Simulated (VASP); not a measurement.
Write the native input for VASP 6.6.1 that does the following.

```
Task                   : single point
Functional             : PBE
Potentials or basis    : VASP PAW PBE potentials, release 64 (Ta_sv_GW)
Cutoff                 : 500 eV
k mesh                 : 17 × 17 × 17
Occupations            : fermi-dirac, width 0.1 eV
Spin                   : no spin polarisation
Dipole correction      : no
Further INCAR settings : ALGO = Normal; EDIFF = 1e-06; NBANDS = 20
```

The structure of Ta lies in POSCAR:

```
Ta
1.0
   -2.3068004308      2.3068004308      1.2576977251
    2.3068004308     -2.3068004308      1.2576977251
    2.3068004308      2.3068004308     -1.2576977251
Ta
2
Direct
   -0.3750000000     -0.1250000000     -0.2500000000
    0.3750000000      0.1250000000      0.2500000000
```

The input as run:

INCAR

```
SYSTEM = Ta
PREC = Accurate
ENCUT = 500
EDIFF = 1E-6
ISMEAR = -1
SIGMA = 0.1
LREAL = .FALSE.
LASPH = .TRUE.
NELM = 120
ALGO = Normal
ISIF = 2
LWAVE = .FALSE.
LCHARG = .FALSE.
GGA = PE
NBANDS = 20
GGA_COMPAT = .FALSE.
```

KPOINTS

```
Automatic mesh
0
G
  17 17 17
  0 0 0
```

Potentials or basis: VASP PAW PBE potentials, release 64 (Ta_sv_GW).

Command:

```sh
$ cat potpaw_PBE.64/Ta_sv_GW/POTCAR > POTCAR
$ mpirun -np 1 vasp_std > vasp.out
```

It gave:

| Property | Result |
| --- | --- |
| Pressure | 126.6 GPa |
| Band gap on the k mesh | zero (bands 13 and 14 overlap by 1.99 eV) |

Caveat: the cell stands under pressure; spin-orbit coupling is left out, which moves the levels of the heavy elements.

It took 3.1 min on 1 thread of Intel(R) Xeon(R) Platinum 8259CL CPU @ 2.50GHz (Skylake/Cascade Lake), with other jobs on the host, peak memory 0.31 GiB.
